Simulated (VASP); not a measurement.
Wanted: the native input for a VASP 6.6.1 run.

```
Task                   : single point
Functional             : PBE
Potentials or basis    : VASP PAW PBE potentials, release 64 (Ca_sv, Hg, I)
Cutoff                 : 520 eV
k mesh                 : 4 × 4 × 4
Occupations            : gaussian, width 0.1 eV
Spin                   : no spin polarisation
Dipole correction      : no
Further INCAR settings : ALGO = Normal; EDIFF = 1e-06; NBANDS = 30
```

The structure of CaHgI3 lies in POSCAR:

```
CaHgI3
1.0
    5.6505996400      0.0000000000      0.0000000000
    0.0000000000      5.6505996400      0.0000000000
    0.0000000000      0.0000000000      5.6505996400
Ca Hg I
1 1 3
Direct
    0.5000000000      0.5000000000      0.5000000000
    0.0000000000      0.0000000000      0.0000000000
    0.5000000000      0.0000000000      0.0000000000
    0.0000000000      0.5000000000      0.0000000000
    0.0000000000      0.0000000000      0.5000000000
```

One way to write it, as run:

INCAR

```
  PREC = Accurate
  ENCUT = 520
  EDIFF = 1E-6
  ISMEAR = 0
  SIGMA = 0.1
  LREAL = F
  LASPH = T
  NELM = 80
  ALGO = Normal
  ISIF = 2
  LWAVE = F
  LCHARG = F
  GGA = PE
  NBANDS = 30
```

KPOINTS

```
regular mesh
0
Gamma
  4 4 4
```

Potentials or basis: VASP PAW PBE potentials, release 64 (Ca_sv, Hg, I).

Run with:

```sh
$ cat potpaw_PBE.64/Ca_sv/POTCAR potpaw_PBE.64/Hg/POTCAR potpaw_PBE.64/I/POTCAR > POTCAR
$ mpirun -np 1 vasp_std > vasp.out
```

It gave:

```yaml
Pressure: 4.7 GPa
```

Caveat: an odd number of electrons without spin polarisation forces a metal; a magnetic or distorted state may lie lower.

It took 47 s on 1 thread of Intel(R) Xeon(R) Platinum 8259CL CPU @ 2.50GHz (Skylake/Cascade Lake), with other jobs on the host, peak memory 0.28 GiB.
